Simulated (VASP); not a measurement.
# Ba3H8 (Fm-3m) in VASP: a series of runs

The runs below take Ba3H8 through single point, with PBE.

Everything below comes from runs of VASP 6.6.1. Logs are shortened: lines on timing, memory, paths and dates and some standing lists are left out, and cuts for length are marked.

### Step 1. The cell of the first run

The structure is cubic, space group Fm-3m (No. 225). The conventional cell has a = 8.817 Å, b = 8.817 Å, c = 8.817 Å, α = 90.00°, β = 90.00°, γ = 90.00°. Within 3.0 Å of Ba (site symmetry -43m) lie 4 H at 2.27 Å. Within 4.9 Å of Ba (site symmetry m-3m) lie 24 H at 3.73 Å and 8 Ba at 3.82 Å. H (site symmetry 3m) has 3 H at 1.79 Å and 1 Ba at 2.27 Å within 2.4 Å.

The cell was built from a structure type or drawn by symmetry, and may not be a known phase.

### Step 2. Single point, PBE

Input file INCAR:

```
  PREC = Accurate
  ENCUT = 500
  EDIFF = 1E-6
  ISMEAR = 0
  SIGMA = 0.1
  LREAL = F
  LASPH = T
  NELM = 120
  ALGO = Normal
  ISIF = 2
  LWAVE = F
  LCHARG = F
  GGA = PE
  NBANDS = 30
  GGA_COMPAT = F
```

Input file KPOINTS:

```
Automatic mesh
0
Gamma
  4 4 4
```

Input file POSCAR:

```
Ba3H8
1.0
    0.0000000000      4.4083274500      4.4083274500
    4.4083274500      0.0000000000      4.4083274500
    4.4083274500      4.4083274500      0.0000000000
Ba H
3 8
Direct
    0.2500000000      0.2500000000      0.2500000000
    0.7500000000      0.7500000000      0.7500000000
    0.0000000000      0.0000000000      0.0000000000
    0.3984353500      0.3984353500      0.3984353500
    0.3984353500      0.3984353500      0.8046939600
    0.3984353500      0.8046939600      0.3984353500
    0.8046939600      0.3984353500      0.3984353500
    0.6015646500      0.6015646500      0.1953060400
    0.6015646500      0.6015646500      0.6015646500
    0.6015646500      0.1953060400      0.6015646500
    0.1953060400      0.6015646500      0.6015646500
```

Potentials or basis: VASP PAW PBE potentials, release 64 (Ba_sv, H).

Command:

```
cat potpaw_PBE.64/Ba_sv/POTCAR potpaw_PBE.64/H/POTCAR > POTCAR
mpirun -np 1 vasp_std > vasp.out
```

OUTCAR:

```text
PREC = Accurate
   ENCUT = 500
   EDIFF = 1E-6
   ISMEAR = 0
   LREAL = F
   LASPH = T
   NELM = 120
   ISIF = 2
   GGA = PE

 ion  position               nearest neighbor table
   1  0.250  0.250  0.250-   5 2.27   6 2.27   7 2.27   4 2.27   3 3.82   3 3.82   3 3.82   3 3.82
                             2 4.41   2 4.41   2 4.41   2 4.41   2 4.41   2 4.41
   2  0.750  0.750  0.750-   8 2.27  10 2.27  11 2.27   9 2.27   3 3.82   3 3.82   3 3.82   3 3.82
                             1 4.41   1 4.41   1 4.41   1 4.41   1 4.41   1 4.41
   3  0.000  0.000  0.000-   2 3.82   2 3.82   2 3.82   1 3.82   2 3.82   1 3.82   1 3.82   1 3.82

   4  0.398  0.398  0.398-   1 2.27
   5  0.398  0.398  0.805-   1 2.27
   6  0.398  0.805  0.398-   1 2.27
   7  0.805  0.398  0.398-   1 2.27
   8  0.602  0.602  0.195-   2 2.27
   9  0.602  0.602  0.602-   2 2.27
  10  0.602  0.195  0.602-   2 2.27
  11  0.195  0.602  0.602-   2 2.27

  LATTYP: Found a face centered cubic cell.
 ALAT       =     8.8166549000

  Lattice vectors:

 A1 = (   0.0000000000,   4.4083274500,   4.4083274500)
 A2 = (   4.4083274500,   0.0000000000,   4.4083274500)
 A3 = (   4.4083274500,   4.4083274500,   0.0000000000)

Analysis of symmetry for initial positions (statically):
=====================================================================
 Subroutine PRICEL returns:
 Original cell was already a primitive cell.

 Routine SETGRP: Setting up the symmetry group for a
 face centered cubic supercell.

 Subroutine GETGRP returns: Found 48 space group operations
 (whereof 48 operations were pure point group operations)
 out of a pool of 48 trial point group operations.

The static configuration has the point symmetry O_h .

Analysis of symmetry for dynamics (positions and initial velocities):
=====================================================================
 Subroutine PRICEL returns:
 Original cell was already a primitive cell.

 Routine SETGRP: Setting up the symmetry group for a
 face centered cubic supercell.

 Subroutine GETGRP returns: Found 48 space group operations
 (whereof 48 operations were pure point group operations)
 out of a pool of 48 trial point group operations.

The dynamic configuration has the point symmetry O_h .

 Subroutine INISYM returns: Found 48 space group operations
 (whereof 48 operations are pure point group operations),
 and found     1 'primitive' translations

----------------------------------------------------------------------------------------

                                     Primitive cell

  volume of cell :     171.3371

  direct lattice vectors                    reciprocal lattice vectors
     0.000000000  4.408327450  4.408327450    -0.113421701  0.113421701  0.113421701
     4.408327450  0.000000000  4.408327450     0.113421701 -0.113421701  0.113421701
     4.408327450  4.408327450  0.000000000     0.113421701  0.113421701 -0.113421701

  length of vectors
     6.234316467  6.234316467  6.234316467     0.196452150  0.196452150  0.196452150

  position of ions in fractional coordinates (direct lattice)
     0.250000000  0.250000000  0.250000000
     0.750000000  0.750000000  0.750000000
     0.000000000  0.000000000  0.000000000
     0.398435350  0.398435350  0.398435350
     0.398435350  0.398435350  0.804693960
     0.398435350  0.804693960  0.398435350
     0.804693960  0.398435350  0.398435350
     0.601564650  0.601564650  0.195306040
     0.601564650  0.601564650  0.601564650
     0.601564650  0.195306040  0.601564650
     0.195306040  0.601564650  0.601564650

  ion indices of the primitive-cell ions
   primitive index   ion index
                 1           1
                 2           2
                 3           3
                 4           4
                 5           5
                 6           6
                 7           7
                 8           8
                 9           9
                10          10
                11          11

----------------------------------------------------------------------------------------

 KPOINTS: Automatic mesh

Automatic generation of k-mesh.
 Grid dimensions read from file:
 generate k-points for:    4    4    4

 Generating k-lattice:

  Cartesian coordinates                     Fractional coordinates (reciprocal lattice)
    -0.028355425  0.028355425  0.028355425     0.250000000  0.000000000  0.000000000
     0.028355425 -0.028355425  0.028355425     0.000000000  0.250000000  0.000000000
     0.028355425  0.028355425 -0.028355425     0.000000000  0.000000000  0.250000000

  Length of vectors
     0.049113037  0.049113037  0.049113037

  Shift w.r.t. Gamma in fractional coordinates (k-lattice)
     0.000000000  0.000000000  0.000000000

 Subroutine IBZKPT returns following result:
 ===========================================

 Found      8 irreducible k-points:

 Following reciprocal coordinates:
            Coordinates               Weight
  0.000000  0.000000  0.000000      1.000000
  0.250000  0.000000  0.000000      8.000000
  0.500000  0.000000  0.000000      4.000000
  0.250000  0.250000  0.000000      6.000000
  0.500000  0.250000  0.000000     24.000000
 -0.250000  0.250000  0.000000     12.000000
  0.500000  0.500000  0.000000      3.000000
 -0.250000  0.500000  0.250000      6.000000
   k-points           NKPTS =      8   k-points in BZ     NKDIM =      8   number of bands    NBANDS=     30
   number of dos      NEDOS =    301   number of ions     NIONS =     11
   total plane-waves  NPLWV = 110592
   dimension x,y,z NGX =    48 NGY =   48 NGZ =   48
   dimension x,y,z NGXF=    96 NGYF=   96 NGZF=   96
   ions per type =               3   8
   NGX,Y,Z   is equivalent  to a cutoff of  12.80, 12.80, 12.80 a.u.
   NGXF,Y,Z  is equivalent  to a cutoff of  25.60, 25.60, 25.60 a.u.
 SYSTEM =  unknown system
   PREC   = accura    normal or accurate (medium, high low for compatibility)
   ISTART =      0    job   : 0-new  1-cont  2-samecut
   ICHARG =      2    charge: 1-file 2-atom 10-const
   ISPIN  =      1    spin polarized calculation?
   LNONCOLLINEAR =      F non collinear calculations
   LSORBIT =      F    spin-orbit coupling
   LASPH  =      T    aspherical Exc in radial PAW
   ENCUT  =  500.0 eV  36.75 Ry    6.06 a.u.  11.37 11.37 11.37*2*pi/ulx,y,z
   NELM   =    120;   NELMIN=  2; NELMDL= -5     # of ELM steps
   EDIFF  = 0.1E-05   stopping-criterion for ELM
   LREAL  =      F    real-space projection
   EDIFFG = 0.1E-04   stopping-criterion for IOM
   NSW    =      0    number of steps for IOM
   IBRION =     -1    ionic relax: 0-MD 1-quasi-New 2-CG
   NFREE  =      0    steps in history (QN), initial steepest desc. (CG)
   ISIF   =      2    stress and relaxation
   ISYM   =      2    0-nonsym 1-usesym 2-fastsym
   POTIM  = 0.5000    time-step for ionic-motion
   TEBEG  =    0.0;   TEEND  =   0.0 temperature during run
   PSTRESS=    0.0 pullay stress
   NELECT =      38.0000    total number of electrons
   NUPDOWN=      -1.0000    fix difference up-down
   EMIN   =  10.00;   EMAX   =-10.00  energy-range for DOS
   EFERMI =   0.00;   METHOD = LEGACY
   ISMEAR =     0;   SIGMA  =   0.10  broadening in eV -4-tet -1-fermi 0-gaus
   EFERMI_NEDOS =   21; number of points for ismear=-14 and -15
   IALGO  =     38    algorithm
   IMIX   =      4    mixing-type and parameters
     AMIX     =   0.40;   BMIX     =  1.00
     AMIX_MAG =   1.60;   BMIX_MAG =  1.00
  volume/ion in A,a.u.               =      15.58       105.11
  Fermi-wavevector in a.u.,A,eV,Ry     =   0.990951  1.872626 13.360702  0.981984
  Thomas-Fermi vector in A             =   2.122658
   LORBIT       =      0    0 simple, 1 ext, 2 COOP (PROOUT), +10 PAW based schemes
   GGA     = PE    functional components
   LHFCALC =     F    Hartree Fock is set to
   AEXX    =    0.0000 exact exchange contribution
   IVDW    =     0    specifies the selected vdW correction
   LEPSILON=     F    determine dielectric tensor
   LRPA    =     F    only Hartree local field effects (RPA)
 non-spin polarized calculation
 Gauss-broadening in eV      SIGMA  =   0.10
  energy-cutoff  :      500.00
  volume of cell :      171.34
 maximum number of plane-waves:      4360
 NGX is ok and might be reduce to    48
   NGX = 23   NGY = 23   NGZ = 23

 number of electron      37.9999999 magnetization

 Free energy of the ion-electron system (eV)
  ---------------------------------------------------
  ext. energy  EPLUGINS =         0.00000000
  ---------------------------------------------------
  free energy    TOTEN  =       -24.24661800 eV

  energy without entropy =      -24.21684125  energy(sigma->0) =      -24.23172962

 E-fermi :   2.0934     XC(G=0):  -8.5305

 val. band max:        2.0879606890   @ k =   0.5000   0.5000   0.0000
 cond. band min:       2.1763021099   @ k =  -0.2500   0.5000   0.2500
 fundamental gap:      0.0883414209
 Fermi energy:         2.0934453991

 k-point     1 :       0.0000    0.0000    0.0000
  band No.  band energies     occupation
      1     -27.9773      2.00000
      2     -25.4366      2.00000
      3     -25.3855      2.00000
      4     -13.1828      2.00000
      5     -13.1828      2.00000
      6     -13.1828      2.00000
[... 22 lines left out ...]
     29       5.8169      0.00000
     30       6.2739      0.00000

 k-point     2 :       0.2500    0.0000    0.0000
  band No.  band energies     occupation
      1     -27.9756      2.00000
      2     -25.4310      2.00000
      3     -25.3940      2.00000
      4     -13.1937      2.00000
      5     -13.1937      2.00000
      6     -13.1861      2.00000
[... 190 lines left out ...]
 k-point     8 :      -0.2500    0.5000    0.2500
  band No.  band energies     occupation
      1     -27.9727      2.00000
      2     -25.4149      2.00000
      3     -25.4149      2.00000
      4     -13.2377      2.00000
      5     -13.1891      2.00000
      6     -13.1891      2.00000
[... 22 lines left out ...]
     29       5.2695      0.00000
     30       5.9497      0.00000

------------------------ aborting loop because EDIFF is reached ----------------------------------------

  FORCE on cell =-STRESS in cart. coord.  units (eV):
  Direction    XX          YY          ZZ          XY          YZ          ZX
  --------------------------------------------------------------------------------------
  -------------------------------------------------------------------------------------
  Total        3.6731361      3.6731361      3.6731361      0.0000000      0.0000000     -0.0000000
  in kB       34.3475744     34.3475744     34.3475744      0.0000000      0.0000000     -0.0000000
  external PRESSURE =      34.3475744 kB  Pullay stress =       0.0000000 kB

 VOLUME and BASIS-vectors are now :
 -----------------------------------------------------------------------------
  energy-cutoff  :      500.00
  volume of cell :      171.34
      direct lattice vectors                 reciprocal lattice vectors
     0.000000000  4.408327450  4.408327450    -0.113421701  0.113421701  0.113421701
     4.408327450  0.000000000  4.408327450     0.113421701 -0.113421701  0.113421701
     4.408327450  4.408327450  0.000000000     0.113421701  0.113421701 -0.113421701

 POSITION                                       TOTAL-FORCE (eV/Angst)
 -----------------------------------------------------------------------------------
      2.20416      2.20416      2.20416        -0.000000     -0.000000     -0.000000
      6.61249      6.61249      6.61249        -0.000000     -0.000000     -0.000000
      0.00000      0.00000      0.00000        -0.000000     -0.000000     -0.000000
      3.51287      3.51287      3.51287         0.358308      0.358308      0.358308
      5.30379      5.30379      3.51287        -0.358308     -0.358308      0.358308
      5.30379      3.51287      5.30379        -0.358308      0.358308     -0.358308
      3.51287      5.30379      5.30379         0.358308     -0.358308     -0.358308
      3.51287      3.51287      5.30379         0.358308      0.358308     -0.358308
      5.30379      5.30379      5.30379        -0.358308     -0.358308     -0.358308
      3.51287      5.30379      3.51287         0.358308     -0.358308      0.358308
      5.30379      3.51287      3.51287        -0.358308      0.358308      0.358308
 -----------------------------------------------------------------------------------
    total drift:                               -0.000000     -0.000000      0.000000

  FREE ENERGIE OF THE ION-ELECTRON SYSTEM (eV)
  ---------------------------------------------------
  free  energy   TOTEN  =       -24.2466179992 eV

  energy  without entropy=      -24.2168412467  energy(sigma->0) =      -24.23172962
```

Run time: 41 s. Hardware: 1 thread of Intel Xeon 6975P-C (Granite Rapids), shared host; peak memory 0.3 GiB.

What came out:

- Free energy: -24.2466 eV
- Pressure: 3.4 GPa
- Largest force: 0.621 eV/Å
- Band gap on the k mesh: zero (bands 19 and 20 overlap by 0.24 eV)

Forces in eV/Å, atoms in the order of the input:
```
Ba   0.000  0.000  0.000
Ba   0.000  0.000  0.000
Ba   0.000  0.000  0.000
H    0.358  0.358  0.358
H   -0.358 -0.358  0.358
H   -0.358  0.358 -0.358
H    0.358 -0.358 -0.358
H    0.358  0.358 -0.358
H   -0.358 -0.358 -0.358
H    0.358 -0.358  0.358
H   -0.358  0.358  0.358
```

Levels at points of the mesh, in eV from the Fermi level:
```
           k point  band 15  band 16  band 17  band 18  band 19  band 20  band 21  band 22  band 23  band 24
(0.00, 0.00, 0.00)    -3.20    -3.20    -0.47    -0.47     0.19     0.19     0.19     0.79     1.12     1.12
(0.50, 0.00, 0.00)    -3.13    -3.13    -0.72    -0.22    -0.22     0.08     0.58     0.58     1.54     1.72
(0.50, 0.50, 0.00)    -2.75    -2.75    -1.63    -0.58    -0.58    -0.01     1.14     1.22     1.55     1.55
```

Caveat: the cell stands under pressure; spin-orbit coupling is left out, which moves the levels of the heavy elements.

### Step 3. Single point, PBE

This run uses another cell than the first one, of 21.74 Å³/atom.

Input file INCAR:

```
SYSTEM = Ba3H8
PREC = Accurate
ENCUT = 500
EDIFF = 1E-6
ISMEAR = 0
SIGMA = 0.1
LREAL = .FALSE.
LASPH = .TRUE.
NELM = 120
ALGO = Normal
ISIF = 2
LWAVE = .FALSE.
LCHARG = .FALSE.
GGA = PE
NBANDS = 30
GGA_COMPAT = .FALSE.
```

Input file KPOINTS:

```
regular mesh
0
G
  4 4 4
  0 0 0
```

Input file POSCAR:

```
Ba3H8
1.0
    0.0000000000      4.9266525020      4.9266525020
    4.9266525020      0.0000000000      4.9266525020
    4.9266525020      4.9266525020      0.0000000000
Ba H
3 8
Direct
    0.2500000000      0.2500000000      0.2500000000
    0.7500000000      0.7500000000      0.7500000000
    0.0000000000      0.0000000000      0.0000000000
    0.4401173625      0.4401173625      0.4401173625
    0.4401173625      0.4401173625      0.6796479126
    0.4401173625      0.6796479126      0.4401173625
    0.6796479126      0.4401173625      0.4401173625
    0.5598826375      0.5598826375      0.3203520874
    0.5598826375      0.5598826375      0.5598826375
    0.5598826375      0.3203520874      0.5598826375
    0.3203520874      0.5598826375      0.5598826375
```

Potentials or basis: VASP PAW PBE potentials, release 64 (Ba_sv, H).

Command:

```
cat potpaw_PBE.64/Ba_sv/POTCAR potpaw_PBE.64/H/POTCAR > POTCAR
mpirun -np 1 vasp_std > vasp.out
```

Run time: 52 s. Hardware: 1 thread of Intel Xeon 6975P-C (Granite Rapids), shared host; peak memory 0.4 GiB.

The run converged. Its results:

| Property | Result |
| --- | --- |
| Free energy | -25.4624 eV |
| Pressure | 0.3 GPa |
| Band gap on the k mesh | zero (bands 19 and 20 overlap by 0.41 eV) |

Levels at points of the mesh, in eV from the Fermi level:
```
           k point  band 17  band 18  band 19  band 20  band 21  band 22
(0.00, 0.00, 0.00)    -2.25    -0.37    -0.37     0.42     0.42     0.42
(0.50, 0.00, 0.00)    -0.81    -0.59     0.36     0.39     0.39     0.54
(0.50, 0.50, 0.00)    -1.05    -0.77    -0.10     0.15     0.44     0.44
```

Caveat: spin-orbit coupling is left out, which moves the levels of the heavy elements.
